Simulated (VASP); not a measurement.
# Sn (P6/mmm) in VASP: a series of runs

Sn is run at these levels: revPBE; tasks: single point, relaxation of cell and atoms.

All numbers are computed with VASP 6.6.1; they aren't measurements. Logs are shortened: lines on timing, memory, paths and dates and some standing lists are left out, and cuts for length are marked.

## Step 1: The cell of the first run

It takes space group P6/mmm (No. 191, hexagonal). Conventional cell: a = 5.658 Å, b = 5.658 Å, c = 3.452 Å, α = 90.00°, β = 90.00°, γ = 120.00°. Within 4.5 Å of Sn (site symmetry 6/mmm) lie 14 Sn at 3.45 to 3.69 Å. Sn (site symmetry -6m2) has 11 Sn at 3.27 to 3.69 Å within 4.3 Å.

This isn't the form of Sn at room conditions, which is tetragonal (white tin).

## Step 2: Single point, revPBE (31.91 Å³/atom)

Contents of INCAR:

```
ALGO = Normal
EDIFF = 1E-6
ENCUT = 520
GGA = RE
ISIF = 2
ISMEAR = -1
LASPH = True
LCHARG = False
LREAL = False
LWAVE = False
NBANDS = 28
NELM = 100
PREC = Accurate
SIGMA = 0.1
```

Contents of KPOINTS:

```
k-points
0
Gamma
  8 8 11
```

Contents of POSCAR:

```
Sn
1.0
    5.6581782398      0.0000000000      0.0000000000
   -2.8290891199      4.9001260948      0.0000000000
    0.0000000000      0.0000000000      3.4523061413
Sn
3
Direct
    0.0000000000      0.0000000000      0.0000000000
    0.3333333333      0.6666666667      0.5000000000
    0.6666666667      0.3333333333      0.5000000000
```

Potentials or basis: VASP PAW PBE potentials, release 64 (Sn_d).

Run with:

```bash
$ cat potpaw_PBE.64/Sn_d/POTCAR > POTCAR
$ mpirun -np 1 vasp_std > vasp.out
```

OUTCAR:

```text
EDIFF = 1E-6
   ENCUT = 520
   GGA = RE
   ISIF = 2
   ISMEAR = -1
   LASPH = True
   LREAL = False
   NELM = 100
   PREC = Accurate

 ion  position               nearest neighbor table
   1  0.000  0.000  0.000-   2 3.69   3 3.69   2 3.69   3 3.69   2 3.69   2 3.69   3 3.69   3 3.69
                             3 3.69   3 3.69   2 3.69   2 3.69
   2  0.333  0.667  0.500-   3 3.27   3 3.27   3 3.27   1 3.69   1 3.69   1 3.69   1 3.69   1 3.69
                             1 3.69
   3  0.667  0.333  0.500-   2 3.27   2 3.27   2 3.27   1 3.69   1 3.69   1 3.69   1 3.69   1 3.69
                             1 3.69

  LATTYP: Found a hexagonal cell.
 ALAT       =     5.6581782398
 C/A-ratio  =     0.6101444661

  Lattice vectors:

 A1 = (   5.6581782398,   0.0000000000,   0.0000000000)
 A2 = (  -2.8290891199,   4.9001260948,   0.0000000000)
 A3 = (   0.0000000000,   0.0000000000,   3.4523061413)

Analysis of symmetry for initial positions (statically):
=====================================================================
 Subroutine PRICEL returns:
 Original cell was already a primitive cell.

 Routine SETGRP: Setting up the symmetry group for a
 hexagonal supercell.

 Subroutine GETGRP returns: Found 24 space group operations
 (whereof 24 operations were pure point group operations)
 out of a pool of 24 trial point group operations.

The static configuration has the point symmetry D_6h.

Analysis of symmetry for dynamics (positions and initial velocities):
=====================================================================
 Subroutine PRICEL returns:
 Original cell was already a primitive cell.

 Routine SETGRP: Setting up the symmetry group for a
 hexagonal supercell.

 Subroutine GETGRP returns: Found 24 space group operations
 (whereof 24 operations were pure point group operations)
 out of a pool of 24 trial point group operations.

The dynamic configuration has the point symmetry D_6h.

 Subroutine INISYM returns: Found 24 space group operations
 (whereof 24 operations are pure point group operations),
 and found     1 'primitive' translations

----------------------------------------------------------------------------------------

                                     Primitive cell

  volume of cell :      95.7179

  direct lattice vectors                    reciprocal lattice vectors
     5.658178240  0.000000000  0.000000000     0.176735330  0.102038191  0.000000000
    -2.829089120  4.900126095  0.000000000     0.000000000  0.204076381  0.000000000
     0.000000000  0.000000000  3.452306141     0.000000000  0.000000000  0.289661449

  length of vectors
     5.658178240  5.658178240  3.452306141     0.204076381  0.204076381  0.289661449

  position of ions in fractional coordinates (direct lattice)
     0.000000000  0.000000000  0.000000000
     0.333333333  0.666666667  0.500000000
     0.666666667  0.333333333  0.500000000

  ion indices of the primitive-cell ions
   primitive index   ion index
                 1           1
                 2           2
                 3           3

----------------------------------------------------------------------------------------

 KPOINTS: k-points

Automatic generation of k-mesh.
 Grid dimensions read from file:
 generate k-points for:    8    8   11

 Generating k-lattice:

  Cartesian coordinates                     Fractional coordinates (reciprocal lattice)
     0.022091916  0.012754774  0.000000000     0.125000000  0.000000000  0.000000000
     0.000000000  0.025509548  0.000000000     0.000000000  0.125000000  0.000000000
     0.000000000  0.000000000  0.026332859     0.000000000  0.000000000  0.090909091

  Length of vectors
     0.025509548  0.025509548  0.026332859

  Shift w.r.t. Gamma in fractional coordinates (k-lattice)
     0.000000000  0.000000000  0.000000000

 Subroutine IBZKPT returns following result:
 ===========================================

 Found     60 irreducible k-points:

 Following reciprocal coordinates:
            Coordinates               Weight
  0.000000  0.000000  0.000000      1.000000
  0.125000  0.000000  0.000000      6.000000
  0.250000  0.000000  0.000000      6.000000
  0.375000 -0.000000  0.000000      6.000000
  0.500000  0.000000  0.000000      3.000000
  0.125000  0.125000  0.000000      6.000000
[... 16 lines left out ...]
  0.250000  0.000000  0.181818     12.000000
  0.375000 -0.000000  0.181818     12.000000
 [... further k-points ...]
   k-points           NKPTS =     60   k-points in BZ     NKDIM =     60   number of bands    NBANDS=     28
   number of dos      NEDOS =    301   number of ions     NIONS =      3
   total plane-waves  NPLWV =  49392
   dimension x,y,z NGX =    42 NGY =   42 NGZ =   28
   dimension x,y,z NGXF=    84 NGYF=   84 NGZF=   56
   ions per type =               3
   NGX,Y,Z   is equivalent  to a cutoff of  12.34, 12.34, 13.48 a.u.
   NGXF,Y,Z  is equivalent  to a cutoff of  24.68, 24.68, 26.97 a.u.
 SYSTEM =  unknown system
   PREC   = accura    normal or accurate (medium, high low for compatibility)
   ISTART =      0    job   : 0-new  1-cont  2-samecut
   ICHARG =      2    charge: 1-file 2-atom 10-const
   ISPIN  =      1    spin polarized calculation?
   LNONCOLLINEAR =      F non collinear calculations
   LSORBIT =      F    spin-orbit coupling
   LASPH  =      T    aspherical Exc in radial PAW
   ENCUT  =  520.0 eV  38.22 Ry    6.18 a.u.  10.52 10.52  6.42*2*pi/ulx,y,z
   NELM   =    100;   NELMIN=  2; NELMDL= -5     # of ELM steps
   EDIFF  = 0.1E-05   stopping-criterion for ELM
   LREAL  =      F    real-space projection
   EDIFFG = 0.1E-04   stopping-criterion for IOM
   NSW    =      0    number of steps for IOM
   IBRION =     -1    ionic relax: 0-MD 1-quasi-New 2-CG
   NFREE  =      0    steps in history (QN), initial steepest desc. (CG)
   ISIF   =      2    stress and relaxation
   ISYM   =      2    0-nonsym 1-usesym 2-fastsym
   POTIM  = 0.5000    time-step for ionic-motion
   TEBEG  =    0.0;   TEEND  =   0.0 temperature during run
   PSTRESS=    0.0 pullay stress
   NELECT =      42.0000    total number of electrons
   NUPDOWN=      -1.0000    fix difference up-down
   EMIN   =  10.00;   EMAX   =-10.00  energy-range for DOS
   EFERMI =   0.00;   METHOD = LEGACY
   ISMEAR =    -1;   SIGMA  =   0.10  broadening in eV -4-tet -1-fermi 0-gaus
   EFERMI_NEDOS =   21; number of points for ismear=-14 and -15
   IALGO  =     38    algorithm
   IMIX   =      4    mixing-type and parameters
     AMIX     =   0.40;   BMIX     =  1.00
     AMIX_MAG =   1.60;   BMIX_MAG =  1.00
  volume/ion in A,a.u.               =      31.91       215.31
  Fermi-wavevector in a.u.,A,eV,Ry     =   1.244019  2.350854 21.056135  1.547582
  Thomas-Fermi vector in A             =   2.378304
   LORBIT       =      0    0 simple, 1 ext, 2 COOP (PROOUT), +10 PAW based schemes
   GGA     = RE    functional components
   LHFCALC =     F    Hartree Fock is set to
   AEXX    =    0.0000 exact exchange contribution
   IVDW    =     0    specifies the selected vdW correction
   LEPSILON=     F    determine dielectric tensor
   LRPA    =     F    only Hartree local field effects (RPA)
 non-spin polarized calculation
  energy-cutoff  :      520.00
  volume of cell :       95.72
 maximum number of plane-waves:      2604
   NGX = 21   NGY = 21   NGZ = 13

 number of electron      41.9999964 magnetization

 Free energy of the ion-electron system (eV)
  ---------------------------------------------------
  ext. energy  EPLUGINS =         0.00000000
  ---------------------------------------------------
  free energy    TOTEN  =       -10.29321034 eV

  energy without entropy =      -10.23491058  energy(sigma->0) =      -10.26406046

 E-fermi :   6.3661     XC(G=0):  -9.5661

 val. band max:        6.3547891112   @ k =   0.0000   0.0000   0.4545
 cond. band min:       6.3867500050   @ k =   0.2500   0.0000   0.0000
 fundamental gap:      0.0319608938
 Fermi energy:         6.3660927372

 k-point     1 :       0.0000    0.0000    0.0000
  band No.  band energies     occupation
      1     -15.3291      2.00000
      2     -15.2870      2.00000
      3     -15.2870      2.00000
      4     -15.2560      2.00000
      5     -15.2560      2.00000
      6     -15.1490      2.00000
[... 20 lines left out ...]
     27      13.0715      0.00000
     28      13.1234      0.00000

 k-point     2 :       0.1250    0.0000    0.0000
  band No.  band energies     occupation
      1     -15.3289      2.00000
      2     -15.2873      2.00000
      3     -15.2872      2.00000
      4     -15.2562      2.00000
      5     -15.2558      2.00000
      6     -15.1483      2.00000
[... 20 lines left out ...]
     27      12.8028      0.00000
     28      12.9425      0.00000

 k-point     3 :       0.2500    0.0000    0.0000
  band No.  band energies     occupation
      1     -15.3285      2.00000
      2     -15.2880      2.00000
      3     -15.2879      2.00000
      4     -15.2566      2.00000
      5     -15.2554      2.00000
      6     -15.1458      2.00000
[... 20 lines left out ...]
     27      12.6371      0.00000
     28      12.7668      0.00000

 k-point     4 :       0.3750   -0.0000    0.0000
  band No.  band energies     occupation
      1     -15.3280      2.00000
      2     -15.2890      2.00000
      3     -15.2887      2.00000
      4     -15.2571      2.00000
      5     -15.2548      2.00000
      6     -15.1415      2.00000
[... 578 lines left out ...]
     27      11.9550      0.00000
     28      14.2955      0.00000

 k-point    23 :       0.2500    0.0000    0.1818
  band No.  band energies     occupation
      1     -15.2960      2.00000
      2     -15.2880      2.00000
      3     -15.2875      2.00000
      4     -15.2683      2.00000
      5     -15.2675      2.00000
      6     -15.1163      2.00000
[... 20 lines left out ...]
     27      11.3221      0.00000
     28      13.9751      0.00000

 k-point    24 :       0.3750   -0.0000    0.1818
  band No.  band energies     occupation
      1     -15.2958      2.00000
      2     -15.2880      2.00000
      3     -15.2875      2.00000
      4     -15.2686      2.00000
      5     -15.2665      2.00000
      6     -15.1170      2.00000
[... 20 lines left out ...]
     27      10.4544      0.00000
     28      13.2134      0.00000

 [... further k-points ...]
[... 5 lines left out ...]
  --------------------------------------------------------------------------------------
  -------------------------------------------------------------------------------------
  Total       -1.8656682     -1.8656682     -2.6588494     -0.0000000     -0.0000000     -0.0000000
  in kB      -31.2285492    -31.2285492    -44.5052397     -0.0000000     -0.0000000     -0.0000000
  external PRESSURE =     -35.6541127 kB  Pullay stress =       0.0000000 kB

 VOLUME and BASIS-vectors are now :
 -----------------------------------------------------------------------------
  energy-cutoff  :      520.00
  volume of cell :       95.72
      direct lattice vectors                 reciprocal lattice vectors
     5.658178240  0.000000000  0.000000000     0.176735330  0.102038191  0.000000000
    -2.829089120  4.900126095  0.000000000     0.000000000  0.204076381  0.000000000
     0.000000000  0.000000000  3.452306141     0.000000000  0.000000000  0.289661449

 POSITION                                       TOTAL-FORCE (eV/Angst)
 -----------------------------------------------------------------------------------
      0.00000      0.00000      0.00000        -0.000000      0.000000      0.000000
     -0.00000      3.26675      1.72615         0.000000     -0.000000     -0.000000
      2.82909      1.63338      1.72615        -0.000000      0.000000      0.000000
 -----------------------------------------------------------------------------------
    total drift:                                0.000000      0.000000     -0.000000

  FREE ENERGIE OF THE ION-ELECTRON SYSTEM (eV)
  ---------------------------------------------------
  free  energy   TOTEN  =       -10.2932103385 eV

  energy  without entropy=      -10.2349105802  energy(sigma->0) =      -10.26406046
```

It took 1.9 min on 1 thread of AMD EPYC 7R43 (Zen 3), shared host; peak memory 0.24 GiB.

Results:

```
Free energy            : -10.2932 eV
Pressure               : -3.6 GPa
Band gap on the k mesh : zero (bands 21 and 22 overlap by 3.27 eV)
```

Levels at points of the mesh, in eV from the Fermi level:
| k point | band 18 | band 19 | band 20 | band 21 | band 22 | band 23 | band 24 | band 25 |
| --- | --- | --- | --- | --- | --- | --- | --- | --- |
| (0.00, 0.00, 0.00) | -5.29 | -2.07 | -2.07 | -1.93 | -1.93 | 2.67 | 6.03 | 6.63 |
| (0.50, 0.00, 0.00) | -6.26 | -3.69 | 0.80 | 0.94 | 2.47 | 2.85 | 3.63 | 4.21 |

Caveat: the cell stands under tension; the PAW data sets were made with another functional, which shifts forces and pressure a little; spin-orbit coupling is left out, which moves the levels of the heavy elements.

## Step 3: Single point, revPBE

This run uses another cell than the first one, of 28.49 Å³/atom.

Contents of INCAR:

```
SYSTEM = Sn
ALGO     = Normal         ! electronic algorithm
EDIFF    = 1E-6           ! SCF threshold, eV
ENCUT    = 520            ! plane-wave cutoff, eV
GGA      = RE             ! functional
ISIF     = 2              ! what is computed and relaxed
ISMEAR   = -1             ! smearing method
LASPH    = .True.         ! aspherical terms in the spheres
LCHARG   = .False.        ! write CHGCAR
LREAL    = .False.        ! projectors in reciprocal space
LWAVE    = .False.        ! write WAVECAR
NBANDS   = 28             ! bands
NELM     = 100            ! most SCF steps
PREC     = Accurate       ! precision mode
SIGMA    = 0.1            ! smearing width, eV
```

Contents of KPOINTS:

```
k-points
0
Gamma
  9 9 13
  0 0 0
```

Contents of POSCAR:

```
Sn
1.0
    5.4484204785      0.0000000000      0.0000000000
   -2.7242102392      4.7184705449      0.0000000000
    0.0000000000      0.0000000000      3.3243236040
Sn
3
Direct
    0.0000000000      0.0000000000      0.0000000000
    0.3333333333      0.6666666667      0.5000000000
    0.6666666667      0.3333333333      0.5000000000
```

Potentials or basis: VASP PAW PBE potentials, release 64 (Sn_d).

Run with:

```bash
$ cat potpaw_PBE.64/Sn_d/POTCAR > POTCAR
$ mpirun -np 1 vasp_std > vasp.out
```

It took 2.1 min on 1 thread of AMD EPYC 7R43 (Zen 3), shared host; peak memory 0.26 GiB.

The run converged. Its results:

| Item | Value |
| --- | --- |
| Free energy | -10.4424 eV |
| Pressure | -0.1 GPa |
| Band gap on the k mesh | zero (bands 21 and 22 overlap by 4.47 eV) |

Stress tensor (GPa, compression positive):
```
 0.52  0.00  0.00
 0.00  0.52  0.00
 0.00  0.00 -1.28
```

Levels at points of the mesh, in eV from the Fermi level:
| k point | band 18 | band 19 | band 20 | band 21 | band 22 | band 23 | band 24 | band 25 |
| --- | --- | --- | --- | --- | --- | --- | --- | --- |
| (0.00, 0.00, 0.00) | -5.25 | -2.45 | -2.45 | -2.31 | -2.31 | 2.85 | 6.29 | 7.57 |

Caveat: the PAW data sets were made with another functional, which shifts forces and pressure a little; spin-orbit coupling is left out, which moves the levels of the heavy elements.

## Step 4: Relaxation of cell and atoms, revPBE

This run uses another cell than the first one, of 28.03 Å³/atom.

Contents of INCAR:

```
PREC = Accurate
ENCUT = 600
EDIFF = 1E-6
ISMEAR = -1
SIGMA = 0.1
LREAL = F
LASPH = T
NELM = 100
ALGO = Normal
ISIF = 3
LWAVE = F
LCHARG = F
GGA = RE
IBRION = 2
NSW = 80
EDIFFG = -0.01
```

Contents of KPOINTS:

```
regular mesh
0
Gamma
  7 7 10
```

Contents of POSCAR:

```
Sn
1.0
    5.4109849790      0.0000000000      0.0000000000
   -2.7054924895      4.6860504513      0.0000000000
    0.0000000000      0.0000000000      3.3169337921
Sn
3
Direct
    0.0000000000      0.0000000000      0.0000000000
    0.3333333333      0.6666666667      0.5000000000
    0.6666666667      0.3333333333      0.5000000000
```

Run with:

```bash
$ cat potpaw_PBE.64/Sn_d/POTCAR > POTCAR
$ mpirun -np 1 vasp_std > vasp.out
```

Run time: 5.3 min. Hardware: 1 thread of AMD EPYC 7R43 (Zen 3), shared host; peak memory 0.26 GiB.

Results (log left out):

```
Free energy                           : -10.4157 eV
Relaxed volume                        : 28.48 Å³/atom
Relaxed cell                          : a = 5.452 Å, b = 5.452 Å, c = 3.319 Å, α = 90.00°, β = 90.00°, γ = 120.00°
Space group after relaxing (to 0.1 Å) : P6/mmm (No. 191)
Energy gained by relaxing             : 1.1 meV/atom
Ionic steps                           : 6
Pressure after relaxing               : 0.0 GPa
Band gap on the k mesh                : zero (bands 21 and 22 overlap by 4.27 eV)
```

The path:
```tsv
step	energy change (eV)	largest force (eV/Å)	pressure (GPa)	volume (Å³)
1	0.0000	0.0000	0.70	84.10
2	-0.0030	0.0000	-0.09	85.61
3	-0.0031	0.0000	0.00	85.46
4	-0.0031	0.0000	-0.04	85.49
5	-0.0031	0.0000	-0.06	85.48
6	-0.0032	0.0000	-0.02	85.45
```

Final structure:
```
Sn
1.0
     5.45189    0.00000    0.00000
    -2.72594    4.72147    0.00000
     0.00000    0.00000    3.31949
Sn
3
Direct
  0.00000 0.00000 0.00000
  0.33333 0.66667 0.50000
  0.66667 0.33333 0.50000
```

Levels at points of the mesh, in eV from the Fermi level:
| k point | band 18 | band 19 | band 20 | band 21 | band 22 | band 23 | band 24 | band 25 |
| --- | --- | --- | --- | --- | --- | --- | --- | --- |
| (0.00, 0.00, 0.00) | -5.32 | -2.51 | -2.51 | -2.38 | -2.38 | 2.83 | 6.27 | 7.54 |
| (0.00, 0.00, 0.50) | -2.78 | -1.49 | -1.08 | -0.61 | -0.61 | -0.37 | 0.70 | 0.70 |

Caveat: the PAW data sets were made with another functional, which shifts forces and pressure a little; spin-orbit coupling is left out, which moves the levels of the heavy elements.

## Step 5: The runs side by side

```csv
task,cell,k mesh,cutoff (eV),gap on the mesh (eV),pressure (GPa)
single point,"a = 5.658, b = 5.658, c = 3.452 Å, angles 90.0, 90.0, 120.0°, 3 atoms",8 × 8 × 11,520,none,-3.6
single point,"a = 5.448, b = 5.448, c = 3.324 Å, angles 90.0, 90.0, 120.0°, 3 atoms",9 × 9 × 13,520,none,-0.1
relaxation of cell and atoms,"relaxed from a = 5.411, b = 5.411, c = 3.317 Å, angles 90.0, 90.0, 120.0°, 3 atoms",7 × 7 × 10,600,none,0.0
```

Alike in all rows: level revPBE; potentials or basis VASP PAW PBE potentials, release 64 (Sn_d); no spin polarisation; smearing fermi-dirac 0.1 eV.

Caveats: the PAW data sets were made with another functional, which shifts forces and pressure a little; spin-orbit coupling is left out, which moves the levels of the heavy elements; the cell stands under tension (at least some runs).

Absolute energies hang on the potentials; compare differences alone.

The gap in the log of VASP goes by the Fermi energy; the results here count the filled bands.